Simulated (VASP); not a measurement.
# GaOs12 in VASP: single point with PBE

Aim: the single point of GaOs12 with PBE.

All numbers are computed with VASP 6.6.1; they aren't measurements. Logs are shortened: lines on timing, memory, paths and dates and some standing lists are left out, and cuts for length are marked.

### Step 1. The cell of the first run

The cell holds a slab with vacuum, 13 atoms: a = 5.480 Å, b = 5.480 Å, c = 15.326 Å, α = 90.00°, β = 90.00°, γ = 60.00°.

### Step 2. Single point, PBE

Input file INCAR:

```
PREC = Accurate ; ENCUT = 520
EDIFF = 1E-6 ; ISMEAR = 0
SIGMA = 0.05 ; LREAL = False
LASPH = True ; NELM = 100
ALGO = Normal ; ISIF = 2
LWAVE = False ; LCHARG = True
GGA = PE ; LELF = True
LVHAR = True ; NBANDS = 66
```

Input file KPOINTS:

```
regular mesh
0
Gamma
  4 4 1
```

Input file POSCAR:

```
GaOs12
1.0
    5.4800000000      0.0000000000      0.0000000000
    2.7400000000      4.7458190000      0.0000000000
    0.0000000000      0.0000000000     15.3264600000
Os Ga
12 1
Direct
    0.0000000000      0.0000000000      0.0652466388
    0.5000000000      0.0000000000      0.0652466388
   -0.0000000527      0.5000001054      0.0652466388
    0.4999999473      0.5000001054      0.0652466388
   -0.1651367448      0.3300844385      0.2014752918
    0.3339899378      0.3321759637      0.2017972839
   -0.1650246326      0.8323941558      0.2019708400
    0.3326985255      0.8323263066      0.2019849985
   -0.0024403827      0.0053632471      0.3412003163
    0.5017419610     -0.0038054549      0.3386675070
   -0.0064815514      0.4931696721      0.3404965661
    0.5131093738      0.4935108145      0.3405135954
    0.1921836868      0.6149162031      0.4761023746
```

Potentials or basis: VASP PAW PBE potentials, release 64 (Os, Ga_d).

Run with:

```sh
$ cat potpaw_PBE.64/Os/POTCAR potpaw_PBE.64/Ga_d/POTCAR > POTCAR
$ mpirun -np 1 vasp_std > vasp.out
```

OUTCAR:

```text
PREC = Accurate
   ENCUT = 520
   EDIFF = 1E-6
   ISMEAR = 0
   LREAL = False
   LASPH = True
   NELM = 100
   ISIF = 2
   GGA = PE

 ion  position               nearest neighbor table
   1  0.000  0.000  0.065-   5 2.61   7 2.62   8 2.62   4 2.74   3 2.74   2 2.74   2 2.74   3 2.74
                             4 2.74
   2  0.500  0.000  0.065-   6 2.62   7 2.63   8 2.63   3 2.74   4 2.74   1 2.74   1 2.74   4 2.74
                             3 2.74
   3  1.000  0.500  0.065-   7 2.62   5 2.62   6 2.63   2 2.74   1 2.74   4 2.74   4 2.74   1 2.74
                             2 2.74
   4  0.500  0.500  0.065-   8 2.62   5 2.62   6 2.62   1 2.74   2 2.74   3 2.74   3 2.74   2 2.74
                             1 2.74
   5  0.835  0.330  0.201-   1 2.61  11 2.62  12 2.62   4 2.62   3 2.62   9 2.64   7 2.73   8 2.73
                             6 2.74   6 2.74   8 2.75   7 2.75
   6  0.334  0.332  0.202-   2 2.62   4 2.62   3 2.63  10 2.63  11 2.67  12 2.67   8 2.74   7 2.74
                             5 2.74   5 2.74   7 2.74   8 2.74
   7  0.835  0.832  0.202-   3 2.62   1 2.62  10 2.62   2 2.63   9 2.66  11 2.67   5 2.73   8 2.73
                             6 2.74   6 2.74   8 2.75   5 2.75
   8  0.333  0.832  0.202-   4 2.62  10 2.62   1 2.62   2 2.63   9 2.66  12 2.66   7 2.73   5 2.73
                             6 2.74   6 2.74   5 2.75   7 2.75
   9  0.998  0.005  0.341-   5 2.64   8 2.66  11 2.66   7 2.66  12 2.66  10 2.74  10 2.74  13 2.78
                            12 2.82  11 2.82
  10  0.502  0.996  0.339-   8 2.62   7 2.62   6 2.63  12 2.72  11 2.73   9 2.74   9 2.74  11 2.75
                            12 2.76
  11  0.994  0.493  0.340-  13 2.58   5 2.62  12 2.63   9 2.66   7 2.67   6 2.67  10 2.73  10 2.75
                             9 2.82  12 2.85
  12  0.513  0.494  0.341-  13 2.59   5 2.62  11 2.63   8 2.66   9 2.66   6 2.67  10 2.72  10 2.76
                             9 2.82  11 2.85
  13  0.192  0.615  0.476-  11 2.58  12 2.59   9 2.78

  LATTYP: Found a hexagonal cell.
 ALAT       =     5.4799998158
 C/A-ratio  =     2.7967993641

  Lattice vectors:

 A1 = (  -2.7400000000,  -4.7458190000,   0.0000000000)
 A2 = (   5.4800000000,   0.0000000000,   0.0000000000)
 A3 = (   0.0000000000,   0.0000000000,  15.3264600000)

Analysis of symmetry for initial positions (statically):
=====================================================================
 Subroutine PRICEL returns:
 Original cell was already a primitive cell.

 Routine SETGRP: Setting up the symmetry group for a
 hexagonal supercell.

 Subroutine GETGRP returns: Found  1 space group operations
[... 138 lines left out ...]
   EFERMI =   0.00;   METHOD = LEGACY
   ISMEAR =     0;   SIGMA  =   0.05  broadening in eV -4-tet -1-fermi 0-gaus
   EFERMI_NEDOS =   21; number of points for ismear=-14 and -15
   IALGO  =     38    algorithm
   IMIX   =      4    mixing-type and parameters
     AMIX     =   0.40;   BMIX     =  1.00
     AMIX_MAG =   1.60;   BMIX_MAG =  1.00
  volume/ion in A,a.u.               =      30.66       206.91
  Fermi-wavevector in a.u.,A,eV,Ry     =   1.062607  2.008035 15.362781  1.129133
  Thomas-Fermi vector in A             =   2.198063
   LORBIT       =      0    0 simple, 1 ext, 2 COOP (PROOUT), +10 PAW based schemes
   GGA     = PE    functional components
   LHFCALC =     F    Hartree Fock is set to
   AEXX    =    0.0000 exact exchange contribution
   IVDW    =     0    specifies the selected vdW correction
   LEPSILON=     F    determine dielectric tensor
   LRPA    =     F    only Hartree local field effects (RPA)
 non-spin polarized calculation
 Gauss-broadening in eV      SIGMA  =   0.05
  energy-cutoff  :      520.00
  volume of cell :      398.60
 maximum number of plane-waves:     10779
 NGX is ok and might be reduce to    42
   NGX = 21   NGY = 21   NGZ = 57

 number of electron     109.0000007 magnetization

 Free energy of the ion-electron system (eV)
  ---------------------------------------------------
  ext. energy  EPLUGINS =         0.00000000
  ---------------------------------------------------
  free energy    TOTEN  =      -129.37010485 eV

  energy without entropy =     -129.34515869  energy(sigma->0) =     -129.35763177

 E-fermi :   1.6856     XC(G=0):  -7.7924

 val. band max:        1.6852850490   @ k =   0.2500   0.0000   0.0000
 cond. band min:       1.6867303485   @ k =   0.5000   0.5000   0.0000
 fundamental gap:      0.0014452996
 Fermi energy:         1.6856250790

 k-point     1 :       0.0000    0.0000    0.0000
  band No.  band energies     occupation
      1     -12.8580      2.00000
      2     -12.8545      2.00000
      3     -12.8391      2.00000
      4     -12.8145      2.00000
      5     -12.8141      2.00000
      6      -8.4616      2.00000
[... 679 lines left out ...]
     65       2.9313      0.00000
     66       3.0401      0.00000

------------------------ aborting loop because EDIFF is reached ----------------------------------------

  FORCE on cell =-STRESS in cart. coord.  units (eV):
  Direction    XX          YY          ZZ          XY          YZ          ZX
  --------------------------------------------------------------------------------------
  -------------------------------------------------------------------------------------
  Total       -7.1283271     -8.4532340     -0.2022877      0.0213311      0.7801063      0.0000154
  in kB      -28.6526383    -33.9781626     -0.8131046      0.0857412      3.1356729      0.0000617
  external PRESSURE =     -21.1479685 kB  Pullay stress =       0.0000000 kB

 VOLUME and BASIS-vectors are now :
 -----------------------------------------------------------------------------
  energy-cutoff  :      520.00
  volume of cell :      398.60
      direct lattice vectors                 reciprocal lattice vectors
     5.480000000  0.000000000  0.000000000     0.182481752 -0.105355893  0.000000000
     2.740000000  4.745819000  0.000000000     0.000000000  0.210711787  0.000000000
     0.000000000  0.000000000 15.326460000     0.000000000  0.000000000  0.065246639

 POSITION                                       TOTAL-FORCE (eV/Angst)
 -----------------------------------------------------------------------------------
      0.00000      0.00000      1.00000         0.000119     -0.280010     -0.056753
      2.74000      0.00000      1.00000         0.000297     -0.059680     -0.027211
      6.85000      2.37291      1.00000         0.218383      0.110441      0.059533
      4.11000      2.37291      1.00000        -0.218011      0.111120      0.049800
      5.47948      1.56652      3.08790         0.004732     -0.008778     -0.019017
      2.74043      1.57645      3.09284        -0.004162     -0.003985     -0.002083
      6.85643      3.95039      3.09550        -0.000707      0.000139     -0.002169
      4.10376      3.95007      3.09572        -0.000416      0.004210     -0.007394
      5.48132      0.02545      5.22939        -0.008588      0.032336      0.008271
      5.47912      4.72776      5.19057         0.005753      0.001274      0.008199
      6.79577      2.34049      5.21861        -0.028583     -0.011140     -0.002703
      4.16406      2.34211      5.21887         0.029938     -0.023711     -0.000489
      2.73804      2.91828      7.29696         0.001247      0.127784     -0.007983
 -----------------------------------------------------------------------------------
    total drift:                                0.000076      0.000891     -0.000154

  FREE ENERGIE OF THE ION-ELECTRON SYSTEM (eV)
  ---------------------------------------------------
  free  energy   TOTEN  =      -129.3701048539 eV

  energy  without entropy=     -129.3451586917  energy(sigma->0) =     -129.35763177
```

It took 13 min on 1 thread of Intel Xeon Platinum 8488C (Sapphire Rapids), shared host; peak memory 0.55 GiB.

Results:

| Property | Result |
| --- | --- |
| Free energy | -129.3701 eV |
| Largest force | 0.286 eV/Å |
| Band gap on the k mesh | zero (an odd number of electrons rules out a gap without spin polarisation) |

Forces in eV/Å, atoms in the order of the input:
```
Os   0.000 -0.280 -0.057
Os   0.000 -0.060 -0.027
Os   0.218  0.110  0.060
Os  -0.218  0.111  0.050
Os   0.005 -0.009 -0.019
Os  -0.004 -0.004 -0.002
Os  -0.001  0.000 -0.002
Os   0.000  0.004 -0.007
Os  -0.009  0.032  0.008
Os   0.006  0.001  0.008
Os  -0.029 -0.011 -0.003
Os   0.030 -0.024  0.000
Ga   0.001  0.128 -0.008
```

Levels at points of the mesh, in eV from the Fermi level:
| k point | band 52 | band 53 | band 54 | band 55 | band 56 | band 57 | band 58 | band 59 |
| --- | --- | --- | --- | --- | --- | --- | --- | --- |
| (0.00, 0.00, 0.00) | 0.03 | 0.38 | 0.98 | 1.03 | 1.05 | 1.63 | 1.71 | 1.75 |
| (0.50, 0.00, 0.00) | -0.46 | -0.38 | -0.29 | -0.11 | -0.06 | 0.00 | 0.12 | 0.15 |
| (0.50, 0.50, 0.00) | -0.46 | -0.39 | -0.29 | -0.11 | -0.06 | 0.00 | 0.12 | 0.16 |
| (0.00, 0.50, 0.00) | -0.47 | -0.45 | -0.27 | -0.08 | -0.04 | 0.01 | 0.09 | 0.12 |

Caveat: spin-orbit coupling is left out, which moves the levels of the heavy elements.
